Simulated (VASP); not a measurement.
# ZnS (P1) in VASP: single point with r2SCAN

Aim: the single point of ZnS with r2SCAN.

All numbers are computed with VASP 6.6.1; they aren't measurements. Logs are shortened: lines on timing, memory, paths and dates and some standing lists are left out, and cuts for length are marked.

## 1. The cell of the first run

The typed cell holds 8 atoms: a = 3.892 Å, b = 3.673 Å, c = 12.424 Å, α = 88.78°, β = 90.91°, γ = 112.56°.

## 2. Single point, r2SCAN (atoms moved at random and the cell strained at random)

POSCAR

```
ZnS
1.0
    3.8797648918      0.3081871645     -0.0315468029
   -1.6729845323      3.2691272159      0.0401080122
   -0.1032565722      0.0919721046     12.4230984242
Zn S
4 4
Direct
    0.0223927309     -0.0064642498     -0.0014976505
   -0.0045796000      0.0052786650      0.5006898773
    0.3330989201      0.6673382717      0.2468886263
    0.6669383564      0.3303192277      0.7502128555
   -0.0011233097      0.0040305263      0.1868164205
    0.0037983370      0.0038679308      0.6860479755
    0.3261712910      0.6692033989      0.4411256287
    0.6533032743      0.3264262294      0.9397162667
```

INCAR.step1

```
SYSTEM = ZnS
  ALGO = Normal
  EDIFF = 1E-4
  ENCUT = 520
  GGA = PE
  ISMEAR = 0
  LASPH = .True.
  LCHARG = .False.
  LREAL = .False.
  LWAVE = .True.
  NBANDS = 46
  NELM = 80
  PREC = Accurate
  SIGMA = 0.05
```

INCAR.step2

```
SYSTEM = ZnS
  ALGO = Normal
  EDIFF = 1E-6
  ENCUT = 520
  ISIF = 2
  ISMEAR = 0
  ISTART = 1
  LASPH = .True.
  LCHARG = .False.
  LMIXTAU = .True.
  LREAL = .False.
  LWAVE = .False.
  METAGGA = R2SCAN
  NBANDS = 46
  NELM = 80
  PREC = Accurate
  SIGMA = 0.05
```

KPOINTS

```
k-points
0
Gamma
  6 6 2
  0 0 0
```

Potentials or basis: VASP PAW PBE potentials, release 64 (Zn, S).

Run with:

```bash
$ cat potpaw_PBE.64/Zn/POTCAR potpaw_PBE.64/S/POTCAR > POTCAR
$ cp INCAR.step1 INCAR
$ mpirun -np 1 vasp_std > vasp.out
$ cp INCAR.step2 INCAR
$ mpirun -np 1 vasp_std > vasp.out
```

OUTCAR:

```text
SYSTEM = ZnS
   EDIFF = 1E-6
   ENCUT = 520
   ISIF = 2
   ISMEAR = 0
   ISTART = 1
   LASPH = .True.
   LREAL = .False.
   METAGGA = R2SCAN
   NELM = 80
   PREC = Accurate

 ion  position               nearest neighbor table
   1  0.022  0.994  0.999-   8 2.32   5 2.34   8 2.40   8 2.44
   2  0.995  0.005  0.501-   7 2.24   6 2.30   7 2.39   7 2.52
   3  0.333  0.667  0.247-   5 2.22   5 2.41   7 2.41   5 2.52
   4  0.667  0.330  0.750-   6 2.25   8 2.36   6 2.44   6 2.52
   5  0.999  0.004  0.187-   3 2.22   1 2.34   3 2.41   3 2.52
   6  0.004  0.004  0.686-   4 2.25   2 2.30   4 2.44   4 2.52
   7  0.326  0.669  0.441-   2 2.24   2 2.39   3 2.41   2 2.52
   8  0.653  0.326  0.940-   1 2.32   4 2.36   1 2.40   1 2.44

  LATTYP: Found a triclinic cell.
 ALAT       =     3.6725575083
 B/A-ratio  =     1.1444963445
 C/A-ratio  =     3.3828926949
 COS(alpha) =     0.0039736477
 COS(beta)  =     0.0212960105
 COS(gamma) =     0.5184516234

  Lattice vectors:

 A1 = (   1.6729845323,  -3.2691272159,  -0.0401080122)
 A2 = (  -2.2067803595,  -3.5773143804,  -0.0085612093)
 A3 = (   0.1032565722,  -0.0919721046, -12.4230984242)

Analysis of symmetry for initial positions (statically):
=====================================================================
 Subroutine PRICEL returns:
 Original cell was already a primitive cell.

 Routine SETGRP: Setting up the symmetry group for a
 triclinic supercell.

 Subroutine GETGRP returns: Found  1 space group operations
 (whereof  1 operations were pure point group operations)
 out of a pool of  2 trial point group operations.

The static configuration has the point symmetry C_1 .

Analysis of symmetry for dynamics (positions and initial velocities):
=====================================================================
 Subroutine PRICEL returns:
 Original cell was already a primitive cell.

 Routine SETGRP: Setting up the symmetry group for a
 triclinic supercell.

 Subroutine GETGRP returns: Found  1 space group operations
 (whereof  1 operations were pure point group operations)
 out of a pool of  2 trial point group operations.

The dynamic configuration has the point symmetry C_1 .

 Subroutine INISYM returns: Found  1 space group operations
 (whereof  1 operations are pure point group operations),
 and found     1 'primitive' translations
[... 109 lines left out ...]
   EDIFFG = 0.1E-04   stopping-criterion for IOM
   NSW    =      0    number of steps for IOM
   IBRION =     -1    ionic relax: 0-MD 1-quasi-New 2-CG
   NFREE  =      0    steps in history (QN), initial steepest desc. (CG)
   ISIF   =      2    stress and relaxation
   ISYM   =      2    0-nonsym 1-usesym 2-fastsym
   POTIM  = 0.5000    time-step for ionic-motion
   TEBEG  =    0.0;   TEEND  =   0.0 temperature during run
   PSTRESS=    0.0 pullay stress
   NELECT =      72.0000    total number of electrons
   NUPDOWN=      -1.0000    fix difference up-down
   EMIN   =  10.00;   EMAX   =-10.00  energy-range for DOS
   EFERMI =   0.00;   METHOD = LEGACY
   ISMEAR =     0;   SIGMA  =   0.05  broadening in eV -4-tet -1-fermi 0-gaus
   EFERMI_NEDOS =   21; number of points for ismear=-14 and -15
   IALGO  =     38    algorithm
   IMIX   =      4    mixing-type and parameters
     AMIX     =   0.40;   BMIX     =  1.00
     AMIX_MAG =   1.60;   BMIX_MAG =  1.00
  volume/ion in A,a.u.               =      20.49       138.30
  Fermi-wavevector in a.u.,A,eV,Ry     =   1.244363  2.351505 21.067801  1.548440
  Thomas-Fermi vector in A             =   2.378633
   LORBIT       =      0    0 simple, 1 ext, 2 COOP (PROOUT), +10 PAW based schemes
   METAGGA = R2SCAN    functional components
   LHFCALC =     F    Hartree Fock is set to
   AEXX    =    0.0000 exact exchange contribution
   IVDW    =     0    specifies the selected vdW correction
   LEPSILON=     F    determine dielectric tensor
   LRPA    =     F    only Hartree local field effects (RPA)
 non-spin polarized calculation
 Gauss-broadening in eV      SIGMA  =   0.05
  energy-cutoff  :      520.00
  volume of cell :      163.95
 maximum number of plane-waves:      4436
 NGX is ok and might be reduce to    30
   NGX = 15   NGY = 13   NGZ = 47

 number of electron      72.0000007 magnetization

 Free energy of the ion-electron system (eV)
  ---------------------------------------------------
  ext. energy  EPLUGINS =         0.00000000
  ---------------------------------------------------
  free energy    TOTEN  =       -74.73985573 eV

  energy without entropy =      -74.73985573  energy(sigma->0) =      -74.73985573

 E-fermi :   2.0044     XC(G=0): -10.0893

 val. band max:        1.7458787574   @ k =   0.0000   0.0000   0.0000
 cond. band min:       3.8278275424   @ k =   0.0000   0.0000   0.0000
 fundamental gap:      2.0819487850
 Fermi energy:         2.0044393617

 k-point     1 :       0.0000    0.0000    0.0000
  band No.  band energies     occupation
      1     -11.9487      2.00000
      2     -11.5515      2.00000
      3     -11.4600      2.00000
      4     -10.9771      2.00000
      5      -4.9775      2.00000
      6      -4.9366      2.00000
[... 1165 lines left out ...]
     45       9.7524      0.00000
     46       9.9932      0.00000

 [... further k-points ...]

------------------------ aborting loop because EDIFF is reached ----------------------------------------

  FORCE on cell =-STRESS in cart. coord.  units (eV):
  Direction    XX          YY          ZZ          XY          YZ          ZX
  --------------------------------------------------------------------------------------
  -------------------------------------------------------------------------------------
  Total       -1.9002597     -3.7852953     -1.2873580     -7.1373514     -0.3431136      0.2150345
  in kB      -18.5698324    -36.9908916    -12.5803981    -69.7480576     -3.3529955      2.1013735
  external PRESSURE =     -22.7137074 kB  Pullay stress =       0.0000000 kB

 VOLUME and BASIS-vectors are now :
 -----------------------------------------------------------------------------
  energy-cutoff  :      520.00
  volume of cell :      163.95
      direct lattice vectors                 reciprocal lattice vectors
     3.879764892  0.308187164 -0.031546803     0.247689019  0.126741767  0.001120398
    -1.672984532  3.269127216  0.040108012    -0.023369957  0.293961488 -0.002370532
    -0.103256572  0.091972105 12.423098424     0.000704423 -0.000627212  0.080505715

 POSITION                                       TOTAL-FORCE (eV/Angst)
 -----------------------------------------------------------------------------------
     -1.67839      3.34673     12.44364        -0.082917     -0.131212      0.020267
      3.80147      0.37008      6.18893        -0.516916      0.185750     -0.107052
      0.15041      2.30698      3.08338         0.593329     -0.252849      0.496622
      1.95748      1.35440      9.31218        -0.470645      0.245940      0.026866
      3.84937      0.33820      2.28949        -0.614515      0.242517     -0.113335
     -0.06257      0.07691      8.52288         0.428385     -0.284660      0.364225
      0.10035      2.32880      5.49670         0.835322     -0.218883     -0.517950
      1.89153      1.35490     11.66667        -0.172043      0.213397     -0.169642
 -----------------------------------------------------------------------------------
    total drift:                                0.010477      0.008668      0.001431

  FREE ENERGIE OF THE ION-ELECTRON SYSTEM (eV)
  ---------------------------------------------------
  free  energy   TOTEN  =       -74.7398557329 eV

  energy  without entropy=      -74.7398557329  energy(sigma->0) =      -74.73985573
```

OUTCAR.step1:

```text
SYSTEM = ZnS
   EDIFF = 1E-4
   ENCUT = 520
   GGA = PE
   ISMEAR = 0
   LASPH = .True.
   LREAL = .False.
   NELM = 80
[... 1424 lines left out ...]
     -0.06257      0.07691      8.52288         0.472806     -0.283416      0.358872
      0.10035      2.32880      5.49670         0.863425     -0.212517     -0.503226
      1.89153      1.35490     11.66667        -0.191432      0.218632     -0.150804
 -----------------------------------------------------------------------------------
    total drift:                               -0.000694      0.001064      0.001416

  FREE ENERGIE OF THE ION-ELECTRON SYSTEM (eV)
  ---------------------------------------------------
  free  energy   TOTEN  =       -26.7743403842 eV

  energy  without entropy=      -26.7743403842  energy(sigma->0) =      -26.77434038
```

It took 31 min on 1 thread of Intel Xeon 8259CL, shared host; peak memory 0.43 GiB.

What came out:

- Free energy: -74.7399 eV
- Pressure: -2.3 GPa
- Largest force: 1.007 eV/Å
- Band gap on the k mesh: 2.08 eV

Forces on the atoms (eV/Å):
```
Zn  -0.083 -0.131  0.020
Zn  -0.517  0.186 -0.107
Zn   0.593 -0.253  0.497
Zn  -0.471  0.246  0.027
S   -0.615  0.243 -0.113
S    0.428 -0.285  0.364
S    0.835 -0.219 -0.518
S   -0.172  0.213 -0.170
```

Caveat: the cell differs from its parent crystal (atoms moved at random and the cell strained at random); the PAW data sets were made with another functional, which shifts forces and pressure a little.
